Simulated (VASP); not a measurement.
# SnO2: single point with PBEsol

SnO2:

```xyz
3
Lattice="1.6171 0.9336 4.8006 -1.6171 0.9336 4.8006 0.0000 -1.8673 4.8006" Properties=species:S:1:pos:R:3 pbc="T T T"
Sn    0.0000    0.0000    7.2009
O     0.0000    0.0000    3.4157
O     0.0000    0.0000   10.9861
```

| Quantity | Value |
| --- | --- |
| Program | VASP 6.6.1 |
| Task | single point |
| Functional | PBEsol |
| Potentials or basis | VASP PAW PBE potentials, release 64 (Sn_d, O) |
| Cutoff | 600 eV |
| k mesh | 4 × 4 × 4 |
| Occupations | fermi-dirac, width 0.15 eV |
| Spin | no spin polarisation |

- Pressure: -4.7 GPa
- Largest force: 0.355 eV/Å
- Band gap on the k mesh: 1.87 eV (least direct gap 1.97 eV)

Forces in eV/Å, atoms in the order of the input:
```
Sn   0.000  0.000  0.000
O    0.000  0.000 -0.355
O    0.000  0.000  0.355
```

Stress tensor (GPa, compression positive):
```
-5.11  0.00  0.00
 0.00 -5.11  0.00
 0.00  0.00 -3.76
```

Levels at points of the mesh, in eV from the valence-band top:
| k point | band 10 | band 11 | band 12 | band 13 | band 14 | band 15 | band 16 | band 17 |
| --- | --- | --- | --- | --- | --- | --- | --- | --- |
| (0.00, 0.00, 0.00) | -1.26 | -0.88 | -0.88 | -0.10 | 1.87 | 5.59 | 10.89 | 10.89 |
| (0.50, 0.00, 0.00) | -2.95 | -1.46 | -0.57 | -0.54 | 5.25 | 7.60 | 9.95 | 12.16 |
| (0.50, 0.50, 0.00) | -3.04 | -1.13 | -0.43 | 0.00 | 4.98 | 6.79 | 10.61 | 11.17 |
| (0.50, 0.50, 0.50) | -1.32 | -1.26 | -0.83 | -0.83 | 3.13 | 5.54 | 11.07 | 11.07 |

Run time: 31 s on 1 thread of Intel(R) Xeon(R) 6975P-C (Granite Rapids), with other jobs on the host, peak memory 0.24 GiB.

Caveat: the k points lie up to 0.57 Å⁻¹ apart; the PAW data sets were made with another functional, which shifts forces and pressure a little; spin-orbit coupling is left out, which moves the levels of the heavy elements. A k mesh can miss the band edges.
